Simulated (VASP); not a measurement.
Here is a VASP 6.6.1 calculation.

Contents of INCAR:

```
SYSTEM = Al2O
  ALGO = Normal
  EDIFF = 1E-6
  ENCUT = 520
  GGA = PE
  ISIF = 2
  ISMEAR = 0
  LASPH = .TRUE.
  LCHARG = .TRUE.
  LELF = .TRUE.
  LREAL = .FALSE.
  LVHAR = .TRUE.
  LWAVE = .FALSE.
  NBANDS = 36
  NELM = 80
  PREC = Accurate
  SIGMA = 0.2
```

The input KPOINTS:

```
k-points
0
G
  6 4 4
  0 0 0
```

POSCAR

```
Al2O
1.0
    0.0000000000     -3.4222312237      0.0000000000
   -6.8444624473      0.0000000000      0.0000000000
    0.0000000000      0.0000000000     -9.2268173150
Al O
8 4
Direct
    1.0000000000      1.0000000000      0.7500000000
    1.0000000000      0.5000000000      0.7500000000
    0.0000000000      1.0000000000      0.2500000000
    1.0000000000      0.5000000000      0.2500000000
    0.5000000000      0.5000000000      0.5000000000
    0.5000000000      0.0000000000      0.5000000000
    1.0000000000      0.7500000000      0.0000000000
    1.0000000000      0.2500000000      0.0000000000
    0.5000000000      0.7500000000      0.0000000000
    0.5000000000      0.2500000000      0.0000000000
    0.5000000000      0.7500000000      0.5000000000
    0.5000000000      0.2500000000      0.5000000000
```

Potentials or basis: VASP PAW PBE potentials, release 64 (Al, O).

The run is started by

```sh
$ cat potpaw_PBE.64/Al/POTCAR potpaw_PBE.64/O/POTCAR > POTCAR
$ mpirun -np 1 vasp_std > vasp.out
```

Problem. What does it give for the band gap on the k mesh?

Solution. Zero (band 24 reaches 4.86 eV, above the bottom of band 25 at 3.82 eV).

Problem. Predict the pressure.

Solution. 0.2 GPa.

Problem. Estimate the largest force.

Solution. 0.042 eV/Å.

Forces on the atoms (eV/Å):
```
Al   0.000  0.000 -0.042
Al   0.000  0.000 -0.042
Al   0.000  0.000  0.042
Al   0.000  0.000  0.042
Al   0.000  0.000  0.000
Al   0.000  0.000  0.000
Al   0.000  0.000  0.000
Al   0.000  0.000  0.000
O    0.000  0.000  0.000
O    0.000  0.000  0.000
O    0.000  0.000  0.000
O    0.000  0.000  0.000
```
